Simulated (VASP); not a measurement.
The system is TaN.

```
Ta N
1.0
     5.01087    0.00000    0.00000
    -2.50544    4.33954    0.00000
     0.00000    0.00000    2.84476
Ta N
3 3
Direct
  0.00000 0.00000 0.00000
  0.66667 0.33333 0.50000
  0.33333 0.66667 0.50000
  0.00000 0.39837 0.00000
  0.60163 0.60163 0.00000
  0.39837 0.00000 0.00000
```

Base run:

| Quantity | Value |
| --- | --- |
| Program | VASP 6.6.1 |
| Functional | RPBE |
| Dispersion | D3(BJ) |
| Potentials or basis | VASP PAW PBE potentials, release 64 (Ta_sv_GW, N) |
| Cutoff | 600 eV |
| k mesh | 6 × 6 × 9 |
| Occupations | fermi-dirac, width 0.05 eV |
| Spin | no spin polarisation |

Its results: band gap on the k mesh zero (band 27 reaches 15.58 eV, above the bottom of band 28 at 12.56 eV); pressure 0.4 GPa; largest force 0.010 eV/Å.

The run is repeated on the same cell with these changes: potentials or basis from VASP PAW PBE potentials, release 64 (Ta_sv_GW, N) to VASP PAW PBE potentials, release 64 (Ta_pv, N); cutoff from 600 eV to 520 eV; further incar settings from ALGO = Normal; EDIFF = 1e-06; NBANDS = 36 to ALGO = Normal; EDIFF = 1e-06; NBANDS = 33; valence electrons from 54 to 48. What comes out?

Band gap on the k mesh zero (band 24 reaches 11.20 eV, above the bottom of band 25 at 8.18 eV); pressure 1.3 GPa; largest force 0.015 eV/Å.

Caveats: the PAW data sets were made with another functional, which shifts forces and pressure a little; spin-orbit coupling is left out, which moves the levels of the heavy elements; pairwise dispersion overbinds metals, which lowers pressure and volume.
